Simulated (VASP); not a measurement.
Crystal: PtPbS3.

```xyz
5
Lattice="4.6841 0.0000 0.0000 0.0000 4.6841 0.0000 0.0000 0.0000 4.6841" Properties=species:S:1:pos:R:3 pbc="T T T"
Pt    0.0000    0.0000    0.0000
Pb    2.3421    2.3421    2.3421
S     2.3421    0.0000    0.0000
S     0.0000    2.3421    0.0000
S     0.0000    0.0000    2.3421
```

* Program: VASP 6.6.1
* Task: relaxation of cell and atoms
* Functional: PBE
* Potentials or basis: VASP PAW PBE potentials, release 64 (Pt, Pb_d, S)
* Cutoff: 600 eV
* k mesh: 4 × 4 × 4
* Occupations: gaussian, width 0.1 eV
* Spin: no spin polarisation

At the start: pressure 5.9 GPa; volume 20.55 Å³/atom.

Problem. How do energy, volume and symmetry change on relaxing?

Solution. Over 3 steps the energy falls by 22.8 meV/atom and the volume is 21.88 Å³/atom (+6.4 %); space group Pm-3m (No. 221, to 0.05 Å).

The path:
```csv
step,energy change (eV),largest force (eV/Å),pressure (GPa),volume (Å³)
1,0.0000,0.0000,5.88,102.77
2,-0.0601,0.0000,-3.29,114.41
3,-0.1140,0.0000,0.00,109.39
```

Final structure:
```
Pt Pb S
1.0
     4.78261    0.00000    0.00000
     0.00000    4.78261    0.00000
     0.00000    0.00000    4.78261
Pt Pb S
1 1 3
Direct
  0.00000 0.00000 0.00000
  0.50000 0.50000 0.50000
  0.50000 0.00000 0.00000
  0.00000 0.50000 0.00000
  0.00000 0.00000 0.50000
```
